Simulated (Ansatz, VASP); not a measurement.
One calculation of AlGa2As3, two programs

The input INCAR:

```
SYSTEM = AlGa2As3
ALGO = Normal ; EDIFF = 1E-7
ENCUT = 520 ; GGA = PE
ISIF = 2 ; ISMEAR = 0
LASPH = .True. ; LCHARG = .False.
LREAL = .False. ; LWAVE = .False.
NBANDS = 31 ; NELM = 100
PREC = Accurate ; SIGMA = 0.1
```

File KPOINTS:

```
k-points
0
Gamma
  6 6 2
  0 0 0
```

POSCAR

```
AlGa2As3
1.0
    3.3972629700      0.0000000000      0.0000000000
    0.0000000000      3.3972629700      0.0000000000
    0.0000000000      0.0000000000     10.2856732900
Al Ga As
1 2 3
Direct
    0.5000000000      0.5000000000      0.0000000000
    0.5000000000      0.5000000000      0.3248246900
    0.5000000000      0.5000000000      0.6751753100
    0.0000000000      0.0000000000      0.8390681100
    0.0000000000      0.0000000000      0.1609318900
    0.0000000000      0.0000000000      0.5000000000
```

Input for Ansatz:

```yaml
crystal:
  lattice:
    - [3.39726297, 0.0, 0.0]
    - [0.0, 3.39726297, 0.0]
    - [0.0, 0.0, 10.28567329]
  atoms:
    - { symbol: Al, position: [0.5, 0.5, 0.0] }
    - { symbol: Ga, position: [0.5, 0.5, 0.32482469] }
    - { symbol: Ga, position: [0.5, 0.5, 0.67517531] }
    - { symbol: As, position: [0.0, 0.0, 0.83906811] }
    - { symbol: As, position: [0.0, 0.0, 0.16093189] }
    - { symbol: As, position: [0.0, 0.0, 0.5] }
basis:
  ecutwfc: 420
kpoints:
  mp_grid: { grid: [6, 6, 2] }
hamiltonian:
  xc: pbe
scf:
  occupations: { method: gaussian, width: 0.1 }
  lower_state_search: "off"
output:
  forces: true
  stress: true
  eigenvalues: true
```

Change from the starting cell: species swapped into the Li3Tl2Cd type (P4/mmm, No. 123).

Alike in both runs: task single point; functional PBE; k mesh 6 × 6 × 2; occupations gaussian, width 0.1 eV; no spin polarisation.

|  | VASP | Ansatz |
| --- | --- | --- |
| version | VASP 6.6.1 | Ansatz 0.2.0 |
| potentials or method | VASP PAW PBE potentials, release 64 (Al, Ga_d, As), cutoff 520 eV | scalar-relativistic, plane waves, PAW |
| valence electrons in the cell | 44 | 74 |

|  | VASP | Ansatz | Ansatz less VASP |
| --- | --- | --- | --- |
| gap on the k mesh at the Fermi level (eV) | none | none | - |
| pressure (GPa) | -3.5 | -3.6 | -0.08 |
| traceless stress, the component that is largest in VASP (GPa) | 0.69 | 0.70 | +0.007 |
| rms of the force components (eV/Å) | 0.178 | 0.177 | -0.0010 |

Atom by atom the forces differ by 0.001 eV/Å (rms over components). A gap of «none» marks a metal or a gap that the smearing closes. The functional is the same, so the differences come from potentials, cutoffs and numerics. VASP's potentials hold 44 valence electrons a cell and Ansatz's 74, so a difference there can come from the potentials and not from the codes.
